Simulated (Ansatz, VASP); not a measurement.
**HgTe: VASP beside Ansatz**

```
Hg Te
1.0
     0.00000    3.32641    3.32641
     3.32641    0.00000    3.32641
     3.32641    3.32641    0.00000
Hg Te
1 1
Direct
  0.00000 0.00000 0.00000
  0.25000 0.25000 0.25000
```

Alike in both runs: task relaxation of cell and atoms; functional PBE; k mesh 12 × 12 × 12; occupations gaussian, width 0.1 eV; no spin polarisation.

```csv
,VASP,Ansatz
version,VASP 6.6.1,Ansatz 0.2.0
potentials or method,"VASP PAW PBE potentials, release 64 (Hg, Te), cutoff 600 eV","scalar-relativistic, plane waves, PAW"
valence electrons in the cell,18,36
```

|  | VASP | Ansatz | Ansatz less VASP |
| --- | --- | --- | --- |
| gap on the k mesh at the Fermi level, each at its own relaxed structure (eV) | none | none | - |
| relaxed volume (Å³/atom) | 36.84 | 36.81 | -0.037 |
| relaxed cell length with the largest relative difference (Å) | 4.706 | 4.704 | -0.0016 |

A gap of «none» marks a metal or a gap that the smearing closes. VASP's potentials hold 18 valence electrons a cell and Ansatz's 36, so a difference there can come from the potentials and not from the codes.

Spin-orbit coupling is off throughout.
